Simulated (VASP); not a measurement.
A run of VASP 6.6.1 is set up as follows.

The input POSCAR:

```
Lu
1.0
    3.5031000000      0.0000000000      0.0000000000
   -1.7515500000      3.0337735920      0.0000000000
    0.0000000000      0.0000000000      5.5509000000
Lu
2
Direct
    0.6666666667      0.3333333333      0.7500000000
    0.3333333333      0.6666666667      0.2500000000
```

The input INCAR.step1:

```
  PREC = Accurate
  ENCUT = 520
  ISMEAR = -1
  SIGMA = 0.05
  LREAL = False
  LASPH = True
  NELM = 60
  NBANDS = 32
  GGA = PE
  ALGO = Normal
  EDIFF = 1E-4
  LWAVE = True
  LCHARG = False
```

INCAR.step2

```
  PREC = Accurate
  ENCUT = 520
  EDIFF = 1E-7
  ISMEAR = -1
  SIGMA = 0.05
  LREAL = False
  LASPH = True
  NELM = 60
  ALGO = Normal
  ISIF = 2
  LWAVE = False
  LCHARG = True
  METAGGA = R2SCAN
  LMIXTAU = True
  LELF = True
  LVHAR = True
  NBANDS = 32
  ISTART = 1
```

File KPOINTS:

```
Automatic mesh
0
Gamma
  9 9 5
```

Potentials or basis: VASP PAW PBE potentials, release 64 (Lu).

Command:

```console
$ cat potpaw_PBE.64/Lu/POTCAR > POTCAR
$ cp INCAR.step1 INCAR
$ mpirun -np 1 vasp_std > vasp.out
$ cp INCAR.step2 INCAR
$ mpirun -np 1 vasp_std > vasp.out
```

Q: Estimate the band gap on the k mesh.

A: Zero (band 25 reaches 3.02 eV, above the bottom of band 26 at 1.53 eV).

Q: What does it give for the pressure?

A: -0.3 GPa.

Stress tensor (GPa, compression positive):
```
 0.03  0.00  0.00
 0.00  0.03  0.00
 0.00  0.00 -1.06
```

Caveat: the PAW data sets were made with another functional, which shifts forces and pressure a little; spin-orbit coupling is left out, which moves the levels of the heavy elements.
